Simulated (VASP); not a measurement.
Crystal: NiO.

```
CELL_PARAMETERS angstrom
0.00000 2.07190 2.07190
2.07190 0.00000 2.07190
2.07190 2.07190 0.00000
ATOMIC_POSITIONS crystal
Ni 0.00000 0.00000 0.00000
O 0.50000 0.50000 0.50000
```

Base run:

```yaml
Program: VASP 6.6.1
Functional: revPBE
Dispersion: D3(BJ)
Potentials_or_basis: VASP PAW PBE potentials, release 64 (Ni, O)
Cutoff: 520 eV
k_mesh: 11 × 11 × 11
Occupations: fermi-dirac, width 0.05 eV
Spin: collinear spin, ferromagnetic start
Starting_moments: "[1.0, 0.0] μB"
```

Its results: pressure 9.2 GPa; net moment 1.70 μB per cell; site moments Ni +1.41; O +0.26 μB.

The run is repeated on the same cell with these changes: functional from revPBE to r2SCAN. What comes out?

Pressure 6.3 GPa; net moment 2.00 μB per cell; site moments Ni +1.69; O +0.28 μB.

Caveats: the PAW data sets were made with another functional, which shifts forces and pressure a little; a cell with one magnetic atom can't hold antiferromagnetic order, which such compounds often take; pairwise dispersion overbinds metals, which lowers pressure and volume (some runs).
